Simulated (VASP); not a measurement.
# AlNi3 (Fm-3m) in VASP: a series of runs

The runs below take AlNi3 through single point, with PBEsol, LDA.

Everything below comes from runs of VASP 6.6.1. Logs are shortened: lines on timing, memory, paths and dates and some standing lists are left out, and cuts for length are marked.

## (1) The cell of the first run

It takes space group Fm-3m (No. 225, cubic). Conventional cell: a = 5.604 Å, b = 5.604 Å, c = 5.604 Å, α = 90.00°, β = 90.00°, γ = 90.00°. Ni (site symmetry -43m) has 4 Al at 2.43 Å and 10 Ni at 2.43 to 2.80 Å within 3.2 Å. Ni (site symmetry m-3m) has 8 Ni at 2.43 Å and 6 Al at 2.80 Å within 3.2 Å. Within 3.2 Å of Al (site symmetry m-3m) lie 14 Ni at 2.43 to 2.80 Å.

## (2) Single point, PBEsol, collinear spin, ferromagnetic start

Contents of INCAR:

```
SYSTEM = AlNi3
PREC = Accurate ; ENCUT = 520
EDIFF = 1E-7 ; ISMEAR = -1
SIGMA = 0.05 ; LREAL = .FALSE.
LASPH = .TRUE. ; NELM = 150
ALGO = Fast ; ISIF = 2
LWAVE = .FALSE. ; LCHARG = .FALSE.
ISPIN = 2 ; MAGMOM = 1 1 1 0
LORBIT = 11 ; LMAXMIX = 4
GGA = PS ; NBANDS = 28
```

Contents of KPOINTS:

```
Automatic mesh
0
G
  8 8 8
  0 0 0
```

Contents of POSCAR:

```
AlNi3
1.0
    0.0000000000      2.8018887551      2.8018887551
    2.8018887551      0.0000000000      2.8018887551
    2.8018887551      2.8018887551      0.0000000000
Ni Al
3 1
Direct
    0.7500000000      0.7500000000      0.7500000000
    0.0000000000      0.0000000000      0.0000000000
    0.2500000000      0.2500000000      0.2500000000
    0.5000000000      0.5000000000      0.5000000000
```

Potentials or basis: VASP PAW PBE potentials, release 64 (Ni, Al).

Command:

```console
$ cat potpaw_PBE.64/Ni/POTCAR potpaw_PBE.64/Al/POTCAR > POTCAR
$ mpirun -np 1 vasp_std > vasp.out
```

OUTCAR:

```text
SYSTEM = AlNi3
   PREC = Accurate
   ENCUT = 520
   EDIFF = 1E-7
   ISMEAR = -1
   LREAL = .FALSE.
   LASPH = .TRUE.
   NELM = 150
   ISIF = 2
   ISPIN = 2
   LORBIT = 11
   GGA = PS

 ion  position               nearest neighbor table
   1  0.750  0.750  0.750-   4 2.43   2 2.43   4 2.43   2 2.43   4 2.43   4 2.43   2 2.43   2 2.43
                             3 2.80   3 2.80   3 2.80   3 2.80   3 2.80   3 2.80
   2  0.000  0.000  0.000-   1 2.43   3 2.43   1 2.43   1 2.43   3 2.43   1 2.43   3 2.43   3 2.43
                             4 2.80   4 2.80   4 2.80   4 2.80   4 2.80   4 2.80
   3  0.250  0.250  0.250-   2 2.43   4 2.43   2 2.43   2 2.43   4 2.43   2 2.43   4 2.43   4 2.43
                             1 2.80   1 2.80   1 2.80   1 2.80   1 2.80   1 2.80
   4  0.500  0.500  0.500-   3 2.43   1 2.43   3 2.43   1 2.43   3 2.43   3 2.43   1 2.43   1 2.43
                             2 2.80   2 2.80   2 2.80   2 2.80   2 2.80   2 2.80

  LATTYP: Found a face centered cubic cell.
 ALAT       =     5.6037775102

  Lattice vectors:

 A1 = (   0.0000000000,   2.8018887551,   2.8018887551)
 A2 = (   2.8018887551,   0.0000000000,   2.8018887551)
 A3 = (   2.8018887551,   2.8018887551,   0.0000000000)

Analysis of symmetry for initial positions (statically):
=====================================================================
 Subroutine PRICEL returns:
 Original cell was already a primitive cell.

 Routine SETGRP: Setting up the symmetry group for a
 face centered cubic supercell.

 Subroutine GETGRP returns: Found 48 space group operations
 (whereof 48 operations were pure point group operations)
 out of a pool of 48 trial point group operations.

The static configuration has the point symmetry O_h .

Analysis of symmetry for dynamics (positions and initial velocities):
=====================================================================
 Subroutine PRICEL returns:
 Original cell was already a primitive cell.

 Routine SETGRP: Setting up the symmetry group for a
 face centered cubic supercell.

 Subroutine GETGRP returns: Found 48 space group operations
 (whereof 48 operations were pure point group operations)
 out of a pool of 48 trial point group operations.

The dynamic configuration has the point symmetry O_h .

Analysis of structural, dynamic, and magnetic symmetry:
=====================================================================
 Subroutine PRICEL returns:
 Original cell was already a primitive cell.

 Routine SETGRP: Setting up the symmetry group for a
 face centered cubic supercell.

 Subroutine GETGRP returns: Found 48 space group operations
 (whereof 48 operations were pure point group operations)
 out of a pool of 48 trial point group operations.

The overall configuration has the point symmetry O_h .

 Subroutine INISYM returns: Found 48 space group operations
 (whereof 48 operations are pure point group operations),
 and found     1 'primitive' translations

----------------------------------------------------------------------------------------

                                     Primitive cell

  volume of cell :      43.9929

  direct lattice vectors                    reciprocal lattice vectors
     0.000000000  2.801888755  2.801888755    -0.178451053  0.178451053  0.178451053
     2.801888755  0.000000000  2.801888755     0.178451053 -0.178451053  0.178451053
     2.801888755  2.801888755  0.000000000     0.178451053  0.178451053 -0.178451053

  length of vectors
     3.962469078  3.962469078  3.962469078     0.309086291  0.309086291  0.309086291

  position of ions in fractional coordinates (direct lattice)
     0.750000000  0.750000000  0.750000000
     0.000000000  0.000000000  0.000000000
     0.250000000  0.250000000  0.250000000
     0.500000000  0.500000000  0.500000000

  ion indices of the primitive-cell ions
   primitive index   ion index
                 1           1
                 2           2
                 3           3
                 4           4

----------------------------------------------------------------------------------------

 KPOINTS: Automatic mesh

Automatic generation of k-mesh.
 Grid dimensions read from file:
 generate k-points for:    8    8    8

 Generating k-lattice:

[... 23 lines left out ...]
  0.125000  0.125000  0.000000      6.000000
[... 16 lines left out ...]
  0.500000  0.250000  0.125000     48.000000
 -0.375000  0.250000  0.125000     24.000000
 [... further k-points ...]
   k-points           NKPTS =     29   k-points in BZ     NKDIM =     29   number of bands    NBANDS=     28
   number of dos      NEDOS =    301   number of ions     NIONS =      4
   total plane-waves  NPLWV =  27000
   dimension x,y,z NGX =    30 NGY =   30 NGZ =   30
   dimension x,y,z NGXF=    60 NGYF=   60 NGZF=   60
   ions per type =               3   1
   NGX,Y,Z   is equivalent  to a cutoff of  12.59, 12.59, 12.59 a.u.
   NGXF,Y,Z  is equivalent  to a cutoff of  25.17, 25.17, 25.17 a.u.
 SYSTEM =  AlNi3
   PREC   = accura    normal or accurate (medium, high low for compatibility)
   ISTART =      0    job   : 0-new  1-cont  2-samecut
   ICHARG =      2    charge: 1-file 2-atom 10-const
   ISPIN  =      2    spin polarized calculation?
   LNONCOLLINEAR =      F non collinear calculations
   LSORBIT =      F    spin-orbit coupling
   LASPH  =      T    aspherical Exc in radial PAW
   ENCUT  =  520.0 eV  38.22 Ry    6.18 a.u.   7.37  7.37  7.37*2*pi/ulx,y,z
   NELM   =    150;   NELMIN=  2; NELMDL= -5     # of ELM steps
   EDIFF  = 0.1E-06   stopping-criterion for ELM
   LREAL  =      F    real-space projection
   EDIFFG = 0.1E-05   stopping-criterion for IOM
   NSW    =      0    number of steps for IOM
   IBRION =     -1    ionic relax: 0-MD 1-quasi-New 2-CG
   NFREE  =      0    steps in history (QN), initial steepest desc. (CG)
   ISIF   =      2    stress and relaxation
   ISYM   =      2    0-nonsym 1-usesym 2-fastsym
   POTIM  = 0.5000    time-step for ionic-motion
   TEBEG  =    0.0;   TEEND  =   0.0 temperature during run
   PSTRESS=    0.0 pullay stress
   NELECT =      33.0000    total number of electrons
   NUPDOWN=      -1.0000    fix difference up-down
   EMIN   =  10.00;   EMAX   =-10.00  energy-range for DOS
   EFERMI =   0.00;   METHOD = LEGACY
   ISMEAR =    -1;   SIGMA  =   0.05  broadening in eV -4-tet -1-fermi 0-gaus
   EFERMI_NEDOS =   21; number of points for ismear=-14 and -15
   IALGO  =     68    algorithm
   IMIX   =      4    mixing-type and parameters
     AMIX     =   0.40;   BMIX     =  1.00
     AMIX_MAG =   1.60;   BMIX_MAG =  1.00
  volume/ion in A,a.u.               =      11.00        74.22
  Fermi-wavevector in a.u.,A,eV,Ry     =   1.487483  2.810935 30.104316  2.212605
  Thomas-Fermi vector in A             =   2.600638
   LORBIT       =     11    0 simple, 1 ext, 2 COOP (PROOUT), +10 PAW based schemes
   GGA     = PS    functional components
   LHFCALC =     F    Hartree Fock is set to
   AEXX    =    0.0000 exact exchange contribution
   IVDW    =     0    specifies the selected vdW correction
   LEPSILON=     F    determine dielectric tensor
   LRPA    =     F    only Hartree local field effects (RPA)
 spin polarized calculation
 RMM-DIIS sequential band-by-band and
  energy-cutoff  :      520.00
  volume of cell :       43.99
 maximum number of plane-waves:      1243
 NGX is ok and might be reduce to    30
   NGX = 15   NGY = 15   NGZ = 15

 number of electron      33.0000016 magnetization       0.0006365

 number of electron      33.0000016 magnetization      -0.0004990

 Free energy of the ion-electron system (eV)
  ---------------------------------------------------
  ext. energy  EPLUGINS =         0.00000000
  ---------------------------------------------------
  free energy    TOTEN  =       -24.08709911 eV

  energy without entropy =      -24.06793791  energy(sigma->0) =      -24.07751851

 E-fermi :   9.7958     XC(G=0): -12.9629

 val. band max:        9.7949013201   @ k =  -0.2500   0.5000   0.2500
 cond. band min:       9.8152324761   @ k =  -0.3750   0.1250   0.0000
 fundamental gap:      0.0203311560
 Fermi energy:         9.7958397821

 spin component 1

 k-point     1 :       0.0000    0.0000    0.0000
  band No.  band energies     occupation
      1      -0.4038      1.00000
      2       6.1968      1.00000
      3       6.1968      1.00000
      4       6.3223      1.00000
      5       6.3223      1.00000
      6       6.3223      1.00000
[... 733 lines left out ...]
     27      24.9104      0.00000
     28      27.7055      0.00000

 [... further k-points ...]

 spin component 2

 k-point     1 :       0.0000    0.0000    0.0000
  band No.  band energies     occupation
      1      -0.4038      1.00000
      2       6.1967      1.00000
      3       6.1967      1.00000
      4       6.3222      1.00000
      5       6.3222      1.00000
      6       6.3222      1.00000
[... 733 lines left out ...]
     27      24.9104      0.00000
     28      27.7177      0.00000

 [... further k-points ...]

------------------------ aborting loop because EDIFF is reached ----------------------------------------

  FORCE on cell =-STRESS in cart. coord.  units (eV):
  Direction    XX          YY          ZZ          XY          YZ          ZX
  --------------------------------------------------------------------------------------
  -------------------------------------------------------------------------------------
  Total       -0.1663165     -0.1663165     -0.1663165     -0.0000000      0.0000000     -0.0000000
  in kB       -6.0570781     -6.0570781     -6.0570781     -0.0000000      0.0000000     -0.0000000
  external PRESSURE =      -6.0570781 kB  Pullay stress =       0.0000000 kB

 VOLUME and BASIS-vectors are now :
 -----------------------------------------------------------------------------
  energy-cutoff  :      520.00
  volume of cell :       43.99
      direct lattice vectors                 reciprocal lattice vectors
     0.000000000  2.801888755  2.801888755    -0.178451053  0.178451053  0.178451053
     2.801888755  0.000000000  2.801888755     0.178451053 -0.178451053  0.178451053
     2.801888755  2.801888755  0.000000000     0.178451053  0.178451053 -0.178451053

 POSITION                                       TOTAL-FORCE (eV/Angst)
 -----------------------------------------------------------------------------------
      4.20283      4.20283      4.20283        -0.000000     -0.000000     -0.000000
      0.00000      0.00000      0.00000         0.000000      0.000000      0.000000
      1.40094      1.40094      1.40094         0.000000      0.000000      0.000000
      2.80189      2.80189      2.80189         0.000000      0.000000      0.000000
 -----------------------------------------------------------------------------------
    total drift:                                0.000000     -0.000000      0.000000

  FREE ENERGIE OF THE ION-ELECTRON SYSTEM (eV)
  ---------------------------------------------------
  free  energy   TOTEN  =       -24.0870991099 eV

  energy  without entropy=      -24.0679379063  energy(sigma->0) =      -24.07751851

 total charge

# of ion       s       p       d       tot
------------------------------------------
    1        0.488   0.532   8.445   9.466
    2        0.493   0.512   8.407   9.412
    3        0.488   0.532   8.445   9.466
    4        0.404   0.415   0.000   0.819
--------------------------------------------------
tot          1.873   1.992  25.297  29.163

 magnetization (x)

# of ion       s       p       d       tot
------------------------------------------
    1       -0.000   0.000  -0.000  -0.000
    2        0.000   0.000  -0.000  -0.000
    3       -0.000   0.000  -0.000  -0.000
    4        0.000   0.000   0.000   0.000
--------------------------------------------------
tot         -0.000   0.000  -0.000  -0.000
```

It took 95 s on 1 thread of Intel Xeon Platinum 8259CL at 2.50GHz (Skylake/Cascade Lake), shared host; peak memory 0.21 GiB.

What came out:

| Quantity | Value |
| --- | --- |
| Free energy | -24.0871 eV |
| Pressure | -0.6 GPa |
| Net moment | 0.00 μB per cell |
| Valence electrons inside the program's atomic spheres | Ni 9.47, 9.41; Al 0.82 |

Levels at points of the mesh, in eV from the Fermi level:
Spin up:
| k point | band 14 | band 15 | band 16 | band 17 | band 18 | band 19 |
| --- | --- | --- | --- | --- | --- | --- |
| (0.00, 0.00, 0.00) | -0.55 | -0.51 | -0.51 | 5.45 | 5.45 | 5.45 |
| (0.50, 0.00, 0.00) | -0.63 | -0.47 | -0.47 | -0.14 | 4.33 | 4.33 |
| (0.50, 0.50, 0.00) | -0.74 | -0.58 | -0.36 | -0.34 | -0.34 | -0.03 |
Spin down:
```tsv
k point	band 14	band 15	band 16	band 17	band 18	band 19
(0.00, 0.00, 0.00)	-0.55	-0.51	-0.51	5.45	5.45	5.45
(0.50, 0.00, 0.00)	-0.63	-0.47	-0.47	-0.14	4.33	4.33
(0.50, 0.50, 0.00)	-0.74	-0.58	-0.36	-0.34	-0.34	-0.03
```

Caveat: the PAW data sets were made with another functional, which shifts forces and pressure a little.

## (3) Single point, PBEsol, collinear spin, ferrimagnetic start

Contents of INCAR:

```
PREC = Accurate ; ENCUT = 520
EDIFF = 1E-7 ; ISMEAR = -1
SIGMA = 0.05 ; LREAL = F
LASPH = T ; NELM = 150
ALGO = Normal ; ISIF = 2
LWAVE = F ; LCHARG = T
ISPIN = 2 ; MAGMOM = 1 -1 1 0
LORBIT = 11 ; LMAXMIX = 4
GGA = PS ; LELF = T
LVHAR = T ; NBANDS = 28
```

Contents of KPOINTS:

```
regular mesh
0
Gamma
  8 8 8
```

POSCAR is that of step 2.

Potentials or basis: VASP PAW PBE potentials, release 64 (Ni, Al).

Command:

```console
$ cat potpaw_PBE.64/Ni/POTCAR potpaw_PBE.64/Al/POTCAR > POTCAR
$ mpirun -np 1 vasp_std > vasp.out
```

Wall time 86 s (1 thread of Intel Xeon Platinum 8259CL at 2.50GHz (Skylake/Cascade Lake), shared host); peak memory 0.22 GiB.

It converged, with:

```
Free energy                                           : -24.0871 eV
Pressure                                              : -0.7 GPa
Net moment                                            : 0.00 μB per cell
Valence electrons inside the program's atomic spheres : Ni 9.47, 9.41; Al 0.82
```

Levels at points of the mesh, in eV from the Fermi level:
Spin up:
```
           k point  band 14  band 15  band 16  band 17  band 18  band 19
(0.00, 0.00, 0.00)    -0.55    -0.51    -0.51     5.45     5.45     5.45
(0.50, 0.00, 0.00)    -0.63    -0.47    -0.47    -0.14     4.33     4.33
(0.50, 0.50, 0.00)    -0.74    -0.58    -0.36    -0.34    -0.34    -0.03
```
Spin down:
| k point | band 14 | band 15 | band 16 | band 17 | band 18 | band 19 |
| --- | --- | --- | --- | --- | --- | --- |
| (0.00, 0.00, 0.00) | -0.55 | -0.51 | -0.51 | 5.45 | 5.45 | 5.45 |
| (0.50, 0.00, 0.00) | -0.63 | -0.47 | -0.47 | -0.14 | 4.33 | 4.33 |
| (0.50, 0.50, 0.00) | -0.74 | -0.58 | -0.36 | -0.34 | -0.34 | -0.03 |

Caveat: the PAW data sets were made with another functional, which shifts forces and pressure a little.

## (4) Single point, PBEsol, collinear spin, ferrimagnetic start

Contents of INCAR:

```
SYSTEM = AlNi3
PREC = Accurate ; ENCUT = 520
EDIFF = 1E-6 ; ISMEAR = -1
SIGMA = 0.05 ; LREAL = .FALSE.
LASPH = .TRUE. ; NELM = 150
ALGO = Fast ; ISIF = 2
LWAVE = .FALSE. ; LCHARG = .FALSE.
ISPIN = 2 ; MAGMOM = 1 -0.5 1 0
LORBIT = 11 ; LMAXMIX = 4
GGA = PS ; NBANDS = 28
```

Contents of KPOINTS:

```
regular mesh
0
G
  8 8 8
  0 0 0
```

POSCAR is that of step 3.

Command:

```console
$ cat potpaw_PBE.64/Ni/POTCAR potpaw_PBE.64/Al/POTCAR > POTCAR
$ mpirun -np 1 vasp_std > vasp.out
```

Run time: 78 s. Hardware: 1 thread of Intel Xeon Platinum 8259CL at 2.50GHz (Skylake/Cascade Lake), shared host; peak memory 0.21 GiB.

The run converged. Its results:

| Property | Result |
| --- | --- |
| Free energy | -24.0871 eV |
| Pressure | -0.7 GPa |
| Net moment | 0.00 μB per cell |
| Valence electrons inside the program's atomic spheres | Ni 9.47, 9.41; Al 0.82 |

Levels at points of the mesh, in eV from the Fermi level:
Spin up:
```tsv
k point	band 14	band 15	band 16	band 17	band 18	band 19
(0.00, 0.00, 0.00)	-0.55	-0.51	-0.51	5.45	5.45	5.45
(0.50, 0.00, 0.00)	-0.63	-0.47	-0.47	-0.14	4.33	4.33
(0.50, 0.50, 0.00)	-0.74	-0.58	-0.36	-0.34	-0.34	-0.03
```
Spin down:
```tsv
k point	band 12	band 13	band 14	band 15	band 16	band 17	band 18	band 19	band 20	band 21
(0.00, 0.00, 0.00)	-0.90	-0.55	-0.55	-0.51	-0.51	5.45	5.45	5.45	5.94	5.94
(0.50, 0.00, 0.00)	-1.72	-0.63	-0.63	-0.47	-0.47	-0.14	4.33	4.33	4.81	4.81
(0.50, 0.50, 0.00)	-1.19	-1.04	-0.74	-0.58	-0.36	-0.34	-0.34	-0.03	4.27	4.69
```

Caveat: the PAW data sets were made with another functional, which shifts forces and pressure a little.

(Continued in part 2 of 2.)
